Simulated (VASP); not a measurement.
Here is a VASP 6.6.1 calculation.

INCAR

```
PREC = Accurate
ENCUT = 520
EDIFF = 1E-6
ISMEAR = -1
SIGMA = 0.01
LREAL = False
LASPH = True
NELM = 60
ALGO = Normal
ISIF = 2
LWAVE = False
LCHARG = False
GGA = PS
NBANDS = 17
```

File KPOINTS:

```
Automatic mesh
0
Gamma
  7 7 7
```

POSCAR

```
SnSe
1.0
    0.0000000000      2.9999330352      2.9999330352
    2.9999330352      0.0000000000      2.9999330352
    2.9999330352      2.9999330352      0.0000000000
Sn Se
1 1
Direct
    0.0000000000      0.0000000000      0.0000000000
    0.5000000000      0.5000000000      0.5000000000
```

Potentials or basis: VASP PAW PBE potentials, release 64 (Sn_d, Se).

Launch:

```bash
$ cat potpaw_PBE.64/Sn_d/POTCAR potpaw_PBE.64/Se/POTCAR > POTCAR
$ mpirun -np 1 vasp_std > vasp.out
```

Estimate the pressure.

-1.4 GPa.

Caveat: the PAW data sets were made with another functional, which shifts forces and pressure a little.
